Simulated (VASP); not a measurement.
CaO, 2 atoms in the cell. It takes space group Fm-3m (No. 225, cubic). The conventional cell has a = 4.630 Å, b = 4.630 Å, c = 4.630 Å, α = 90.00°, β = 90.00°, γ = 90.00°. Within 3.1 Å of Ca (site symmetry m-3m) lie 6 O at 2.31 Å. O (site symmetry m-3m) has 6 Ca at 2.31 Å within 3.1 Å. 

- Program: VASP 6.6.1
- Task: single point
- Functional: PBE
- Potentials or basis: VASP PAW PBE potentials, release 64 (Ca_sv, O)
- Cutoff: 600 eV
- k mesh: 6 × 6 × 6
- Occupations: gaussian, width 0.01 eV
- Spin: no spin polarisation
- Dipole correction: no
- Further INCAR settings: ALGO = Normal; EDIFF = 1e-06; NBANDS = 15

Potentials or basis: VASP PAW PBE potentials, release 64 (Ca_sv, O).

The run is started by

```sh
$ cat potpaw_PBE.64/Ca_sv/POTCAR potpaw_PBE.64/O/POTCAR > POTCAR
$ mpirun -np 1 vasp_std > vasp.out
```

Hardware: 1 thread of Intel Xeon 8259CL, on a shared host.

Problem. Estimate the wall time of this run.

Solution. Run time: 25 s on 1 thread of Intel Xeon 8259CL, on a shared host, peak memory 0.15 GiB. Counts: scf iterations 13, k points 16.
